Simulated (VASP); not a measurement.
Write the native input for VASP 6.6.1 that does the following.

* Task: single point
* Functional: PBE
* Potentials or basis: VASP PAW PBE potentials, release 64 (Fe, Si)
* Cutoff: 520 eV
* k mesh: 6 × 6 × 6
* Occupations: fermi-dirac, width 0.02 eV
* Spin: no spin polarisation
* Dipole correction: no
* Further INCAR settings: ALGO = Normal; EDIFF = 1e-07; NBANDS = 34

The structure of FeSi lies in POSCAR:

```
FeSi
1.0
    4.4476624440      0.0000000000      0.0000000000
    0.0000000000      4.4476624440      0.0000000000
    0.0000000000      0.0000000000      4.4476624440
Fe Si
4 4
Direct
    0.8639842234      0.6360157766      0.3639842234
    0.6360157766      0.3639842234      0.8639842234
    0.3639842234      0.8639842234      0.6360157766
    0.1360157766      0.1360157766      0.1360157766
    0.1592730395      0.3407269605      0.6592730395
    0.3407269605      0.6592730395      0.1592730395
    0.6592730395      0.1592730395      0.3407269605
    0.8407269605      0.8407269605      0.8407269605
```

These files were run (other wordings do the same):

INCAR

```
SYSTEM = FeSi
PREC = Accurate ; ENCUT = 520
EDIFF = 1E-7 ; ISMEAR = -1
SIGMA = 0.02 ; LREAL = .FALSE.
LASPH = .TRUE. ; NELM = 80
ALGO = Normal ; ISIF = 2
LWAVE = .FALSE. ; LCHARG = .TRUE.
GGA = PE ; LELF = .TRUE.
LVHAR = .TRUE. ; NBANDS = 34
```

KPOINTS

```
regular mesh
0
G
  6 6 6
  0 0 0
```

Potentials or basis: VASP PAW PBE potentials, release 64 (Fe, Si).

The run is started by

```bash
$ cat potpaw_PBE.64/Fe/POTCAR potpaw_PBE.64/Si/POTCAR > POTCAR
$ mpirun -np 1 vasp_std > vasp.out
```

It gave:

```yaml
Pressure: 0.2 GPa
Largest_force: 0.035 eV/Å
Band_gap_on_the_k_mesh: 0.17 eV
```

Wall time 41 s on 1 thread of Intel(R) Xeon(R) 6975P-C (Granite Rapids), with other jobs on the host, peak memory 0.22 GiB.
